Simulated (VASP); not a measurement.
WSe2:

```xyz
6
Lattice="3.2718 0.0000 0.0000 -1.6359 2.8334 0.0000 0.0000 0.0000 13.2005" Properties=species:S:1:pos:R:3 pbc="T T T"
W     0.0000    1.8890    3.3001
W     1.6359    0.9445    9.9004
Se    1.6359    0.9445    4.9743
Se    1.6359    0.9445    1.6260
Se    0.0000    1.8890   11.5745
Se    0.0000    1.8890    8.2262
```

* Program: VASP 6.6.1
* Task: relaxation of cell and atoms
* Functional: r2SCAN
* Dispersion: rVV10
* Potentials or basis: VASP PAW PBE potentials, release 64 (W_sv, Se)
* Cutoff: 600 eV
* k mesh: 12 × 12 × 2
* Occupations: fermi-dirac, width 0.03 eV
* Spin: no spin polarisation

At the start: pressure 2.3 GPa; volume 20.40 Å³/atom.

Question: How do energy, volume and symmetry change on relaxing?

Answer: Over 5 steps the energy falls by 3.5 meV/atom and the volume is 20.77 Å³/atom (+1.8 %); space group P6_3/mmc (No. 194, to 0.1 Å) before and after.

Step by step:
```
step  energy change (eV)  largest force (eV/Å)  pressure (GPa)  volume (Å³)
   1              0.0000                0.1050            2.26       122.37
   2              0.0222                0.5215           -3.73       127.53
   3             -0.0164                0.1514           -0.23       124.37
   4             -0.0206                0.0475            0.07       124.68
   5             -0.0211                0.0026            0.00       124.60
```

Final structure:
```xyz
6
Lattice="3.3056 0.0000 0.0000 -1.6528 2.8628 0.0000 0.0000 0.0000 13.1668" Properties=species:S:1:pos:R:3 pbc="T T T"
W     0.0000    1.9085    3.2917
W     1.6528    0.9543    9.8751
Se    1.6528    0.9543    4.9593
Se    1.6528    0.9543    1.6241
Se    0.0000    1.9085   11.5427
Se    0.0000    1.9085    8.2074
```

Caveat: the PAW data sets were made with another functional, which shifts forces and pressure a little.
